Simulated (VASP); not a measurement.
H4CN2O: single point with PBE0

H4CN2O:

```
H C N O
1.0
     5.57656    0.00000    0.00000
     0.00000    5.57656    0.00000
     0.00000    0.00000    4.67103
H C N O
8 2 4 2
Cartesian
  1.4371 4.2254 1.3135
  4.2254 4.1395 3.3575
  4.1395 1.3512 1.3135
  1.3512 1.4371 3.3575
  0.8004 3.5887 4.4835
  3.5887 4.7761 0.1875
  4.7761 1.9878 4.4835
  1.9878 0.8004 0.1875
  0.0000 2.7883 1.5230
  2.7883 0.0000 3.1480
  0.8110 3.5993 0.8236
  3.5993 4.7655 3.8474
  4.7655 1.9772 0.8236
  1.9772 0.8110 3.8474
  0.0000 2.7883 2.7849
  2.7883 0.0000 1.8862
```

* Program: VASP 6.6.1
* Task: single point
* Functional: PBE0
* Potentials or basis: VASP PAW PBE potentials, release 64 (H, C, N, O)
* Cutoff: 520 eV
* k mesh: 2 × 2 × 4
* Occupations: fermi-dirac, width 0.02 eV
* Spin: no spin polarisation
* Dipole correction: no
* Grid for exact exchange (PRECFOCK): Fast
* Further INCAR settings: LREAL = Auto; ALGO = Normal; EDIFF = 1e-06; NBANDS = 38
* Share of exact exchange: 0.25

```
Pressure               : -0.3 GPa
Largest force          : 0.275 eV/Å
Band gap on the k mesh : 7.38 eV
```

Forces on the atoms (eV/Å):
```
H   -0.024 -0.024 -0.030
H   -0.024  0.024  0.030
H    0.024  0.024 -0.030
H    0.024 -0.024  0.030
H   -0.014 -0.014  0.064
H   -0.014  0.014 -0.064
H    0.014  0.014  0.064
H    0.014 -0.014 -0.064
C    0.000  0.000 -0.275
C    0.000  0.000  0.275
N   -0.108 -0.108  0.108
N   -0.108  0.108 -0.108
N    0.108  0.108  0.108
N    0.108 -0.108 -0.108
O    0.000  0.000  0.027
O    0.000  0.000 -0.027
```

Stress tensor (GPa, compression positive):
```
-0.18  0.00  0.00
 0.00 -0.18  0.00
 0.00  0.00 -0.46
```

Levels at points of the mesh, in eV from the valence-band top:
| k point | band 22 | band 23 | band 24 | band 25 | band 26 | band 27 |
| --- | --- | --- | --- | --- | --- | --- |
| (0.00, 0.00, 0.00) | -0.69 | -0.69 | 0.00 | 7.38 | 8.44 | 8.44 |
| (0.50, 0.00, 0.00) | -0.82 | -0.35 | -0.35 | 8.12 | 8.12 | 9.09 |
| (0.50, 0.50, 0.00) | -0.75 | -0.28 | -0.28 | 7.98 | 7.98 | 9.54 |
| (0.00, 0.00, 0.50) | -0.66 | -0.66 | -0.20 | 8.64 | 8.88 | 8.88 |
| (0.50, 0.00, 0.50) | -0.76 | -0.33 | -0.33 | 8.71 | 8.71 | 9.69 |
| (0.50, 0.50, 0.50) | -0.73 | -0.26 | -0.26 | 8.65 | 8.65 | 10.51 |

It took 25 min on 1 thread of Intel Xeon 8259CL, on a shared host, peak memory 0.29 GiB.

Caveat: the k points lie up to 0.56 Å⁻¹ apart; this functional lacks dispersion, which holds the molecules together, so the pressure and a relaxed volume are unreliable; the PAW data sets were made with another functional, which shifts forces and pressure a little.
